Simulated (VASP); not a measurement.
# HfBr (Pm-3m) in VASP: relaxation of cell and atoms with PBE

Aim: the relaxation of cell and atoms of HfBr with PBE.

All numbers are computed with VASP 6.6.1; they aren't measurements. Logs are shortened: lines on timing, memory, paths and dates and some standing lists are left out, and cuts for length are marked.

### Step 1. The cell of the first run

Symmetry: Pm-3m, No. 221, cubic system. The conventional cell has a = 3.465 Å, b = 3.465 Å, c = 3.465 Å, α = 90.00°, β = 90.00°, γ = 90.00°. Within 4.0 Å of Hf (site symmetry m-3m) lie 8 Br at 3.00 Å and 6 Hf at 3.46 Å. Br (site symmetry m-3m) has 8 Hf at 3.00 Å and 6 Br at 3.46 Å within 4.0 Å.

The cell was generated, and may not be a known phase.

### Step 2. Relaxation of cell and atoms, PBE

INCAR reads:

```
  PREC = Accurate
  ENCUT = 600
  EDIFF = 1E-7
  ISMEAR = 0
  SIGMA = 0.1
  LREAL = F
  LASPH = T
  NELM = 80
  ALGO = Normal
  ISIF = 3
  LWAVE = F
  LCHARG = F
  GGA = PE
  IBRION = 2
  NSW = 100
  EDIFFG = -0.01
```

KPOINTS reads:

```
regular mesh
0
Gamma
  16 16 16
```

POSCAR reads:

```
HfBr
1.0
    3.4645445402      0.0000000000      0.0000000000
    0.0000000000      3.4645445402      0.0000000000
    0.0000000000      0.0000000000      3.4645445402
Hf Br
1 1
Direct
    0.0000000000      0.0000000000      0.0000000000
    0.5000000000      0.5000000000      0.5000000000
```

Potentials or basis: VASP PAW PBE potentials, release 64 (Hf_pv, Br).

Run with:

```
> cat potpaw_PBE.64/Hf_pv/POTCAR potpaw_PBE.64/Br/POTCAR > POTCAR
> mpirun -np 1 vasp_std > vasp.out
```

OUTCAR:

```text
PREC = Accurate
   ENCUT = 600
   EDIFF = 1E-7
   ISMEAR = 0
   LREAL = F
   LASPH = T
   NELM = 80
   ISIF = 3
   GGA = PE
   IBRION = 2
   NSW = 100
   EDIFFG = -0.01

 ion  position               nearest neighbor table
   1  0.000  0.000  0.000-   2 3.00   2 3.00   2 3.00   2 3.00   2 3.00   2 3.00   2 3.00   2 3.00

   2  0.500  0.500  0.500-   1 3.00   1 3.00   1 3.00   1 3.00   1 3.00   1 3.00   1 3.00   1 3.00

  LATTYP: Found a simple cubic cell.
 ALAT       =     3.4645445402

  Lattice vectors:

 A1 = (   3.4645445402,   0.0000000000,   0.0000000000)
 A2 = (   0.0000000000,   3.4645445402,   0.0000000000)
 A3 = (   0.0000000000,   0.0000000000,   3.4645445402)

Analysis of symmetry for initial positions (statically):
=====================================================================
 Subroutine PRICEL returns:
 Original cell was already a primitive cell.

 Routine SETGRP: Setting up the symmetry group for a
 simple cubic supercell.

 Subroutine GETGRP returns: Found 48 space group operations
 (whereof 48 operations were pure point group operations)
 out of a pool of 48 trial point group operations.

The static configuration has the point symmetry O_h .

Analysis of symmetry for dynamics (positions and initial velocities):
=====================================================================
 Subroutine PRICEL returns:
 Original cell was already a primitive cell.

 Routine SETGRP: Setting up the symmetry group for a
 simple cubic supercell.

 Subroutine GETGRP returns: Found 48 space group operations
 (whereof 48 operations were pure point group operations)
 out of a pool of 48 trial point group operations.

The dynamic configuration has the point symmetry O_h .

 Subroutine INISYM returns: Found 48 space group operations
 (whereof 48 operations are pure point group operations),
 and found     1 'primitive' translations

----------------------------------------------------------------------------------------

                                     Primitive cell

  volume of cell :      41.5852

  direct lattice vectors                    reciprocal lattice vectors
     3.464544540  0.000000000  0.000000000     0.288638229  0.000000000  0.000000000
     0.000000000  3.464544540  0.000000000     0.000000000  0.288638229  0.000000000
     0.000000000  0.000000000  3.464544540     0.000000000  0.000000000  0.288638229

  length of vectors
     3.464544540  3.464544540  3.464544540     0.288638229  0.288638229  0.288638229

  position of ions in fractional coordinates (direct lattice)
     0.000000000  0.000000000  0.000000000
     0.500000000  0.500000000  0.500000000

  ion indices of the primitive-cell ions
   primitive index   ion index
                 1           1
                 2           2

----------------------------------------------------------------------------------------

 KPOINTS: regular mesh

Automatic generation of k-mesh.
 Grid dimensions read from file:
 generate k-points for:   16   16   16

 Generating k-lattice:

  Cartesian coordinates                     Fractional coordinates (reciprocal lattice)
     0.018039889  0.000000000  0.000000000     0.062500000  0.000000000  0.000000000
     0.000000000  0.018039889  0.000000000     0.000000000  0.062500000  0.000000000
     0.000000000  0.000000000  0.018039889     0.000000000  0.000000000  0.062500000

  Length of vectors
     0.018039889  0.018039889  0.018039889

  Shift w.r.t. Gamma in fractional coordinates (k-lattice)
     0.000000000  0.000000000  0.000000000

 Subroutine IBZKPT returns following result:
 ===========================================

 Found    165 irreducible k-points:

 Following reciprocal coordinates:
            Coordinates               Weight
  0.000000  0.000000  0.000000      1.000000
  0.062500  0.000000  0.000000      6.000000
  0.125000  0.000000  0.000000      6.000000
  0.187500  0.000000  0.000000      6.000000
  0.250000  0.000000  0.000000      6.000000
  0.312500  0.000000  0.000000      6.000000
[... 16 lines left out ...]
  0.437500  0.125000  0.000000     24.000000
  0.500000  0.125000  0.000000     12.000000
 [... further k-points ...]
   k-points           NKPTS =    165   k-points in BZ     NKDIM =    165   number of bands    NBANDS=     12
   number of dos      NEDOS =    301   number of ions     NIONS =      2
   total plane-waves  NPLWV =  21952
   dimension x,y,z NGX =    28 NGY =   28 NGZ =   28
   dimension x,y,z NGXF=    56 NGYF=   56 NGZF=   56
   ions per type =               1   1
   NGX,Y,Z   is equivalent  to a cutoff of  13.44, 13.44, 13.44 a.u.
   NGXF,Y,Z  is equivalent  to a cutoff of  26.87, 26.87, 26.87 a.u.
 SYSTEM =  unknown system
   PREC   = accura    normal or accurate (medium, high low for compatibility)
   ISTART =      0    job   : 0-new  1-cont  2-samecut
   ICHARG =      2    charge: 1-file 2-atom 10-const
   ISPIN  =      1    spin polarized calculation?
   LNONCOLLINEAR =      F non collinear calculations
   LSORBIT =      F    spin-orbit coupling
   LASPH  =      T    aspherical Exc in radial PAW
   ENCUT  =  600.0 eV  44.10 Ry    6.64 a.u.   6.92  6.92  6.92*2*pi/ulx,y,z
   NELM   =     80;   NELMIN=  2; NELMDL= -5     # of ELM steps
   EDIFF  = 0.1E-06   stopping-criterion for ELM
   LREAL  =      F    real-space projection
   EDIFFG = -.1E-01   stopping-criterion for IOM
   NSW    =    100    number of steps for IOM
   IBRION =      2    ionic relax: 0-MD 1-quasi-New 2-CG
   NFREE  =      1    steps in history (QN), initial steepest desc. (CG)
   ISIF   =      3    stress and relaxation
   ISYM   =      2    0-nonsym 1-usesym 2-fastsym
   POTIM  = 0.5000    time-step for ionic-motion
   TEBEG  =    0.0;   TEEND  =   0.0 temperature during run
   PSTRESS=    0.0 pullay stress
   NELECT =      17.0000    total number of electrons
   NUPDOWN=      -1.0000    fix difference up-down
   EMIN   =  10.00;   EMAX   =-10.00  energy-range for DOS
   EFERMI =   0.00;   METHOD = LEGACY
   ISMEAR =     0;   SIGMA  =   0.10  broadening in eV -4-tet -1-fermi 0-gaus
   EFERMI_NEDOS =   21; number of points for ismear=-14 and -15
   IALGO  =     38    algorithm
   IMIX   =      4    mixing-type and parameters
     AMIX     =   0.40;   BMIX     =  1.00
     AMIX_MAG =   1.60;   BMIX_MAG =  1.00
  volume/ion in A,a.u.               =      20.79       140.32
  Fermi-wavevector in a.u.,A,eV,Ry     =   1.215006  2.296028 20.085450  1.476239
  Thomas-Fermi vector in A             =   2.350407
   LORBIT       =      0    0 simple, 1 ext, 2 COOP (PROOUT), +10 PAW based schemes
   GGA     = PE    functional components
   LHFCALC =     F    Hartree Fock is set to
   AEXX    =    0.0000 exact exchange contribution
   IVDW    =     0    specifies the selected vdW correction
   LEPSILON=     F    determine dielectric tensor
   LRPA    =     F    only Hartree local field effects (RPA)
 conjugate gradient relaxation of ions
 non-spin polarized calculation
 Gauss-broadening in eV      SIGMA  =   0.10
  energy-cutoff  :      600.00
  volume of cell :       41.59
 maximum number of plane-waves:      1408
 NGX is ok and might be reduce to    28
   NGX = 13   NGY = 13   NGZ = 13

--------------------------------------- Ionic step        1  -------------------------------------------

 number of electron      16.9999996 magnetization

 Free energy of the ion-electron system (eV)
  ---------------------------------------------------
  ext. energy  EPLUGINS =         0.00000000
  ---------------------------------------------------
  free energy    TOTEN  =       -11.11176804 eV

  energy without entropy =      -11.09740540  energy(sigma->0) =      -11.10458672

------------------------ aborting loop because EDIFF is reached ----------------------------------------

  FORCE on cell =-STRESS in cart. coord.  units (eV):
  Direction    XX          YY          ZZ          XY          YZ          ZX
  --------------------------------------------------------------------------------------
  -------------------------------------------------------------------------------------
  Total       -0.2679414     -0.2679414     -0.2679414     -0.0000000      0.0000000     -0.0000000
  in kB      -10.3231446    -10.3231446    -10.3231446     -0.0000000      0.0000000     -0.0000000
  external PRESSURE =     -10.3231446 kB  Pullay stress =       0.0000000 kB

 VOLUME and BASIS-vectors are now :
 -----------------------------------------------------------------------------
  energy-cutoff  :      600.00
  volume of cell :       41.59
      direct lattice vectors                 reciprocal lattice vectors
     3.464544540  0.000000000  0.000000000     0.288638229  0.000000000  0.000000000
     0.000000000  3.464544540  0.000000000     0.000000000  0.288638229  0.000000000
     0.000000000  0.000000000  3.464544540     0.000000000  0.000000000  0.288638229
[... 37 lines left out ...]
 POSITION                                       TOTAL-FORCE (eV/Angst)
 -----------------------------------------------------------------------------------
      0.00000      0.00000      0.00000         0.000000     -0.000000      0.000000
      1.72108      1.72108      1.72108        -0.000000      0.000000      0.000000
 -----------------------------------------------------------------------------------
    total drift:                               -0.000000      0.000000      0.000000

  FREE ENERGIE OF THE ION-ELECTRON SYSTEM (eV)
  ---------------------------------------------------
  free  energy   TOTEN  =       -11.1136373332 eV

  energy  without entropy=      -11.0994156633  energy(sigma->0) =      -11.10652650

--------------------------------------- Ionic step        3  -------------------------------------------

 number of electron      17.0000000 magnetization

 Free energy of the ion-electron system (eV)
  ---------------------------------------------------
  ext. energy  EPLUGINS =         0.00000000
  ---------------------------------------------------
  free energy    TOTEN  =       -11.11381322 eV

  energy without entropy =      -11.09960370  energy(sigma->0) =      -11.10670846

 E-fermi :   7.5156     XC(G=0): -11.1505

 val. band max:        7.4974677996   @ k =   0.5000   0.4375   0.3750
 cond. band min:       7.5160074585   @ k =   0.2500   0.1875   0.0625
 fundamental gap:      0.0185396589
 Fermi energy:         7.5155834943

 k-point     1 :       0.0000    0.0000    0.0000
  band No.  band energies     occupation
      1     -24.3630      2.00000
      2     -24.3630      2.00000
      3     -24.3630      2.00000
      4     -11.6952      2.00000
      5       2.1580      2.00000
      6       2.1580      2.00000
      7       2.1580      2.00000
      8       4.8264      2.00000
      9       4.8264      2.00000
     10       5.1897      2.00000
     11       9.5124      0.00000
     12       9.5124      0.00000

 k-point     2 :       0.0625    0.0000    0.0000
  band No.  band energies     occupation
      1     -24.3712      2.00000
      2     -24.3623      2.00000
      3     -24.3623      2.00000
      4     -11.6695      2.00000
      5       1.8018      2.00000
      6       2.1464      2.00000
      7       2.1464      2.00000
      8       4.8581      2.00000
      9       4.9964      2.00000
     10       5.4957      2.00000
     11       9.5278      0.00000
     12       9.5290      0.00000
[... 316 lines left out ...]
 k-point    24 :       0.5000    0.1250    0.0000
  band No.  band energies     occupation
      1     -24.5677      2.00000
      2     -24.3722      2.00000
      3     -24.3412      2.00000
      4     -10.9040      2.00000
      5      -1.9132      2.00000
      6       1.4278      2.00000
      7       1.9616      2.00000
      8       5.9972      2.00000
      9       8.7938      0.00000
     10       9.2806      0.00000
     11       9.4229      0.00000
     12      10.0237      0.00000

 [... further k-points ...]
[... 5 lines left out ...]
  --------------------------------------------------------------------------------------
  -------------------------------------------------------------------------------------
  Total        0.0012561      0.0012561      0.0012561      0.0000000     -0.0000000      0.0000000
  in kB        0.0491293      0.0491293      0.0491293      0.0000000     -0.0000000      0.0000000
  external PRESSURE =       0.0491293 kB  Pullay stress =       0.0000000 kB

 VOLUME and BASIS-vectors are now :
 -----------------------------------------------------------------------------
  energy-cutoff  :      600.00
  volume of cell :       40.96
      direct lattice vectors                 reciprocal lattice vectors
     3.447159783 -0.000000000 -0.000000000     0.290093893  0.000000000  0.000000000
    -0.000000000  3.447159783  0.000000000     0.000000000  0.290093893 -0.000000000
    -0.000000000  0.000000000  3.447159783     0.000000000 -0.000000000  0.290093893

 POSITION                                       TOTAL-FORCE (eV/Angst)
 -----------------------------------------------------------------------------------
      0.00000      0.00000      0.00000         0.000000     -0.000000      0.000000
      1.72358      1.72358      1.72358        -0.000000      0.000000      0.000000
 -----------------------------------------------------------------------------------
    total drift:                               -0.000000      0.000000      0.000000

  FREE ENERGIE OF THE ION-ELECTRON SYSTEM (eV)
  ---------------------------------------------------
  free  energy   TOTEN  =       -11.1138132188 eV

  energy  without entropy=      -11.0996036992  energy(sigma->0) =      -11.10670846

 reached required accuracy - stopping structural energy minimisation
```

Run time: 3.5 min. Hardware: 1 thread of Intel Xeon Platinum 8259CL at 2.50GHz (Skylake/Cascade Lake), shared host; peak memory 0.26 GiB.

What came out:

```
Free energy                           : -11.1138 eV
Relaxed volume                        : 20.48 Å³/atom
Relaxed cell                          : a = 3.447 Å, b = 3.447 Å, c = 3.447 Å, α = 90.00°, β = 90.00°, γ = 90.00°
Space group after relaxing (to 0.1 Å) : Pm-3m (No. 221)
Energy gained by relaxing             : 1.0 meV/atom
Ionic steps                           : 3
Pressure after relaxing               : 0.0 GPa
Band gap on the k mesh                : zero (an odd number of electrons rules out a gap without spin polarisation)
```

The path:
| step | energy change (eV) | largest force (eV/Å) | pressure (GPa) | volume (Å³) |
| --- | --- | --- | --- | --- |
| 1 | 0.0000 | 0.0000 | -1.03 | 41.59 |
| 2 | -0.0019 | 0.0000 | 0.32 | 40.78 |
| 3 | -0.0020 | 0.0000 | 0.00 | 40.96 |

Final structure:
```
CELL_PARAMETERS angstrom
3.44716 0.00000 0.00000
0.00000 3.44716 0.00000
0.00000 0.00000 3.44716
ATOMIC_POSITIONS crystal
Hf 0.00000 0.00000 0.00000
Br 0.50000 0.50000 0.50000
```

Caveat: spin-orbit coupling is left out, which moves the levels of the heavy elements; an odd number of electrons without spin polarisation forces a metal; a magnetic or distorted state may lie lower.
